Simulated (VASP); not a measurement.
# ZnSe (F-43m) in VASP: further runs, part 2 of 2

VASP 6.6.1. Earlier steps stand in the parts before.

## Step 3: Single point, r2SCAN

Contents of POSCAR:

```
ZnSe
1.0
    0.0000000000      2.8324206848      2.8324206848
    2.8324206848      0.0000000000      2.8324206848
    2.8324206848      2.8324206848      0.0000000000
Zn Se
1 1
Direct
    0.0000000000      0.0000000000      0.0000000000
    0.2500000000      0.2500000000      0.2500000000
```

Contents of INCAR.step1:

```
SYSTEM = ZnSe
PREC = Accurate ; ENCUT = 520
ISMEAR = 0 ; SIGMA = 0.01
LREAL = .False. ; LASPH = .True.
NELM = 60 ; NBANDS = 16
GGA = PE ; ALGO = Normal
EDIFF = 1E-4 ; LWAVE = .True.
LCHARG = .False.
```

Contents of INCAR.step2:

```
SYSTEM = ZnSe
PREC = Accurate ; ENCUT = 520
EDIFF = 1E-6 ; ISMEAR = 0
SIGMA = 0.01 ; LREAL = .False.
LASPH = .True. ; NELM = 60
ALGO = Normal ; ISIF = 2
LWAVE = .False. ; LCHARG = .True.
METAGGA = R2SCAN ; LMIXTAU = .True.
LELF = .True. ; LVHAR = .True.
NBANDS = 16 ; ISTART = 1
```

Contents of KPOINTS:

```
regular mesh
0
Gamma
  6 6 6
  0 0 0
```

Potentials or basis: VASP PAW PBE potentials, release 64 (Zn, Se).

Run with:

```
> cat potpaw_PBE.64/Zn/POTCAR potpaw_PBE.64/Se/POTCAR > POTCAR
> cp INCAR.step1 INCAR
> mpirun -np 1 vasp_std > vasp.out
> cp INCAR.step2 INCAR
> mpirun -np 1 vasp_std > vasp.out
```

OUTCAR:

```text
SYSTEM = ZnSe
   PREC = Accurate
   ENCUT = 520
   EDIFF = 1E-6
   ISMEAR = 0
   LREAL = .False.
   LASPH = .True.
   NELM = 60
   ISIF = 2
   METAGGA = R2SCAN
   ISTART = 1

 ion  position               nearest neighbor table
   1  0.000  0.000  0.000-   2 2.45   2 2.45   2 2.45   2 2.45
   2  0.250  0.250  0.250-   1 2.45   1 2.45   1 2.45   1 2.45

  LATTYP: Found a face centered cubic cell.
 ALAT       =     5.6648413696

  Lattice vectors:

 A1 = (   0.0000000000,   2.8324206848,   2.8324206848)
 A2 = (   2.8324206848,   0.0000000000,   2.8324206848)
 A3 = (   2.8324206848,   2.8324206848,   0.0000000000)

Analysis of symmetry for initial positions (statically):
=====================================================================
 Subroutine PRICEL returns:
 Original cell was already a primitive cell.

 Routine SETGRP: Setting up the symmetry group for a
 face centered cubic supercell.

 Subroutine GETGRP returns: Found 24 space group operations
 (whereof 24 operations were pure point group operations)
 out of a pool of 48 trial point group operations.

The static configuration has the point symmetry T_d .

Analysis of symmetry for dynamics (positions and initial velocities):
=====================================================================
 Subroutine PRICEL returns:
 Original cell was already a primitive cell.

 Routine SETGRP: Setting up the symmetry group for a
 face centered cubic supercell.

 Subroutine GETGRP returns: Found 24 space group operations
 (whereof 24 operations were pure point group operations)
 out of a pool of 48 trial point group operations.

The dynamic configuration has the point symmetry T_d .

 Subroutine INISYM returns: Found 24 space group operations
 (whereof 24 operations are pure point group operations),
 and found     1 'primitive' translations

----------------------------------------------------------------------------------------

                                     Primitive cell

  volume of cell :      45.4468

  direct lattice vectors                    reciprocal lattice vectors
     0.000000000  2.832420685  2.832420685    -0.176527450  0.176527450  0.176527450
     2.832420685  0.000000000  2.832420685     0.176527450 -0.176527450  0.176527450
     2.832420685  2.832420685  0.000000000     0.176527450  0.176527450 -0.176527450

  length of vectors
     4.005647747  4.005647747  4.005647747     0.305754512  0.305754512  0.305754512

  position of ions in fractional coordinates (direct lattice)
     0.000000000  0.000000000  0.000000000
     0.250000000  0.250000000  0.250000000

  ion indices of the primitive-cell ions
   primitive index   ion index
                 1           1
                 2           2

----------------------------------------------------------------------------------------

 KPOINTS: regular mesh

Automatic generation of k-mesh.
 Grid dimensions read from file:
 generate k-points for:    6    6    6

 Generating k-lattice:

  Cartesian coordinates                     Fractional coordinates (reciprocal lattice)
    -0.029421242  0.029421242  0.029421242     0.166666667  0.000000000  0.000000000
     0.029421242 -0.029421242  0.029421242     0.000000000  0.166666667  0.000000000
     0.029421242  0.029421242 -0.029421242     0.000000000  0.000000000  0.166666667

  Length of vectors
     0.050959085  0.050959085  0.050959085

  Shift w.r.t. Gamma in fractional coordinates (k-lattice)
     0.000000000  0.000000000  0.000000000

 Subroutine IBZKPT returns following result:
 ===========================================

 Found     16 irreducible k-points:

 Following reciprocal coordinates:
            Coordinates               Weight
  0.000000  0.000000  0.000000      1.000000
  0.166667  0.000000  0.000000      8.000000
  0.333333  0.000000  0.000000      8.000000
  0.500000  0.000000  0.000000      4.000000
  0.166667  0.166667  0.000000      6.000000
  0.333333  0.166667  0.000000     24.000000
[... 8 lines left out ...]
 -0.333333  0.333333  0.166667     24.000000
 -0.333333  0.500000  0.166667     12.000000
   k-points           NKPTS =     16   k-points in BZ     NKDIM =     16   number of bands    NBANDS=     16
   number of dos      NEDOS =    301   number of ions     NIONS =      2
   total plane-waves  NPLWV =  27000
   dimension x,y,z NGX =    30 NGY =   30 NGZ =   30
   dimension x,y,z NGXF=    60 NGYF=   60 NGZF=   60
   ions per type =               1   1
   NGX,Y,Z   is equivalent  to a cutoff of  12.45, 12.45, 12.45 a.u.
   NGXF,Y,Z  is equivalent  to a cutoff of  24.90, 24.90, 24.90 a.u.
 SYSTEM =  ZnSe
   PREC   = accura    normal or accurate (medium, high low for compatibility)
   ISTART =      1    job   : 0-new  1-cont  2-samecut
   ICHARG =      0    charge: 1-file 2-atom 10-const
   ISPIN  =      1    spin polarized calculation?
   LNONCOLLINEAR =      F non collinear calculations
   LSORBIT =      F    spin-orbit coupling
   LASPH  =      T    aspherical Exc in radial PAW
   ENCUT  =  520.0 eV  38.22 Ry    6.18 a.u.   7.45  7.45  7.45*2*pi/ulx,y,z
   NELM   =     60;   NELMIN=  2; NELMDL=  0     # of ELM steps
   EDIFF  = 0.1E-05   stopping-criterion for ELM
   LREAL  =      F    real-space projection
   EDIFFG = 0.1E-04   stopping-criterion for IOM
   NSW    =      0    number of steps for IOM
   IBRION =     -1    ionic relax: 0-MD 1-quasi-New 2-CG
   NFREE  =      0    steps in history (QN), initial steepest desc. (CG)
   ISIF   =      2    stress and relaxation
   ISYM   =      2    0-nonsym 1-usesym 2-fastsym
   POTIM  = 0.5000    time-step for ionic-motion
   TEBEG  =    0.0;   TEEND  =   0.0 temperature during run
   PSTRESS=    0.0 pullay stress
   NELECT =      18.0000    total number of electrons
   NUPDOWN=      -1.0000    fix difference up-down
   EMIN   =  10.00;   EMAX   =-10.00  energy-range for DOS
   EFERMI =   0.00;   METHOD = LEGACY
   ISMEAR =     0;   SIGMA  =   0.01  broadening in eV -4-tet -1-fermi 0-gaus
   EFERMI_NEDOS =   21; number of points for ismear=-14 and -15
   IALGO  =     38    algorithm
   IMIX   =      4    mixing-type and parameters
     AMIX     =   0.40;   BMIX     =  1.00
     AMIX_MAG =   1.60;   BMIX_MAG =  1.00
  volume/ion in A,a.u.               =      22.72       153.35
  Fermi-wavevector in a.u.,A,eV,Ry     =   1.202259  2.271939 19.666213  1.445426
  Thomas-Fermi vector in A             =   2.338045
   LORBIT       =      0    0 simple, 1 ext, 2 COOP (PROOUT), +10 PAW based schemes
   METAGGA = R2SCAN    functional components
   LHFCALC =     F    Hartree Fock is set to
   AEXX    =    0.0000 exact exchange contribution
   IVDW    =     0    specifies the selected vdW correction
   LEPSILON=     F    determine dielectric tensor
   LRPA    =     F    only Hartree local field effects (RPA)
 non-spin polarized calculation
 Gauss-broadening in eV      SIGMA  =   0.01
  energy-cutoff  :      520.00
  volume of cell :       45.45
 maximum number of plane-waves:      1243
 NGX is ok and might be reduce to    30
   NGX = 15   NGY = 15   NGZ = 15

 number of electron      18.0000011 magnetization

 Free energy of the ion-electron system (eV)
  ---------------------------------------------------
  ext. energy  EPLUGINS =         0.00000000
  ---------------------------------------------------
  free energy    TOTEN  =       -24.90526119 eV

  energy without entropy =      -24.90526119  energy(sigma->0) =      -24.90526119

 E-fermi :   1.4499     XC(G=0):  -9.9261

 val. band max:        1.3133655074   @ k =   0.0000   0.0000   0.0000
 cond. band min:       3.1857258165   @ k =   0.0000   0.0000   0.0000
 fundamental gap:      1.8723603091
 Fermi energy:         1.4499416591

 k-point     1 :       0.0000    0.0000    0.0000
  band No.  band energies     occupation
      1     -12.4093      2.00000
      2      -5.3881      2.00000
      3      -5.3881      2.00000
      4      -5.3881      2.00000
      5      -4.9798      2.00000
      6      -4.9798      2.00000
[... 8 lines left out ...]
     15      13.3429      0.00000
     16      13.3429      0.00000
[... 267 lines left out ...]
 k-point    16 :      -0.3333    0.5000    0.1667
  band No.  band energies     occupation
      1     -11.3091      2.00000
      2      -5.2715      2.00000
      3      -5.1553      2.00000
      4      -5.0729      2.00000
      5      -4.9655      2.00000
      6      -4.7079      2.00000
[... 8 lines left out ...]
     15      15.7746      0.00000
     16      16.3100      0.00000

------------------------ aborting loop because EDIFF is reached ----------------------------------------

  FORCE on cell =-STRESS in cart. coord.  units (eV):
  Direction    XX          YY          ZZ          XY          YZ          ZX
  --------------------------------------------------------------------------------------
  -------------------------------------------------------------------------------------
  Total        0.0409435      0.0409435      0.0409435      0.0000000      0.0000000     -0.0000000
  in kB        1.4434201      1.4434201      1.4434201      0.0000000      0.0000000     -0.0000000
  external PRESSURE =       1.4434201 kB  Pullay stress =       0.0000000 kB

 VOLUME and BASIS-vectors are now :
 -----------------------------------------------------------------------------
  energy-cutoff  :      520.00
  volume of cell :       45.45
      direct lattice vectors                 reciprocal lattice vectors
     0.000000000  2.832420685  2.832420685    -0.176527450  0.176527450  0.176527450
     2.832420685  0.000000000  2.832420685     0.176527450 -0.176527450  0.176527450
     2.832420685  2.832420685  0.000000000     0.176527450  0.176527450 -0.176527450

 POSITION                                       TOTAL-FORCE (eV/Angst)
 -----------------------------------------------------------------------------------
      0.00000      0.00000      0.00000         0.000000      0.000000      0.000000
      1.41621      1.41621      1.41621        -0.000000     -0.000000     -0.000000
 -----------------------------------------------------------------------------------
    total drift:                                0.000022      0.000022      0.000022

  FREE ENERGIE OF THE ION-ELECTRON SYSTEM (eV)
  ---------------------------------------------------
  free  energy   TOTEN  =       -24.9052611936 eV

  energy  without entropy=      -24.9052611936  energy(sigma->0) =      -24.90526119
```

Wall time 37 s (1 thread of AMD EPYC 9R45 (Zen 5), shared host); peak memory 0.14 GiB.

What came out:

- Free energy: -24.9053 eV
- Pressure: 0.1 GPa
- Band gap on the k mesh: 1.87 eV, direct

Levels at points of the mesh, in eV from the valence-band top:
| k point | band 6 | band 7 | band 8 | band 9 | band 10 | band 11 | band 12 | band 13 |
| --- | --- | --- | --- | --- | --- | --- | --- | --- |
| (0.00, 0.00, 0.00) | -6.29 | 0.00 | 0.00 | 0.00 | 1.87 | 6.31 | 6.31 | 6.31 |
| (0.50, 0.00, 0.00) | -6.14 | -5.31 | -0.89 | -0.89 | 3.05 | 6.86 | 6.86 | 9.08 |
| (0.50, 0.50, 0.00) | -6.11 | -4.80 | -2.24 | -2.24 | 3.33 | 3.87 | 11.52 | 12.08 |

Caveat: the PAW data sets were made with another functional, which shifts forces and pressure a little. r2SCAN opens gaps a little over a GGA but as a rule still falls short of measured ones.
